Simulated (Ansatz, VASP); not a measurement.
CoSi2 in VASP and in Ansatz

```
Co Si
1.0
     0.00000    2.68250    2.68250
     2.68250    0.00000    2.68250
     2.68250    2.68250    0.00000
Co Si
1 2
Direct
  0.00000 0.00000 0.00000
  0.25000 0.25000 0.25000
  0.75000 0.75000 0.75000
```

Alike in both runs: task single point; functional PBE; k mesh 6 × 6 × 6; occupations gaussian, width 0.1 eV; no spin polarisation.

|  | VASP | Ansatz |
| --- | --- | --- |
| version | VASP 6.6.1 | Ansatz 0.2.0 |
| potentials or method | VASP PAW PBE potentials, release 64 (Co, Si), cutoff 520 eV | scalar-relativistic, plane waves, PAW |
| valence electrons in the cell | 17 | 25 |

VASP gave:

| Item | Value |
| --- | --- |
| gap on the k mesh at the Fermi level (eV) | none |
| pressure (GPa) | -0.7 |

Task: Estimate Ansatz's values.

Result: gap on the k mesh at the Fermi level (eV): none; pressure (GPa): -0.5.

A gap of «none» marks a metal or a gap that the smearing closes. The functional is the same, so the differences come from potentials, cutoffs and numerics. VASP's potentials hold 17 valence electrons a cell and Ansatz's 25, so a difference there can come from the potentials and not from the codes.
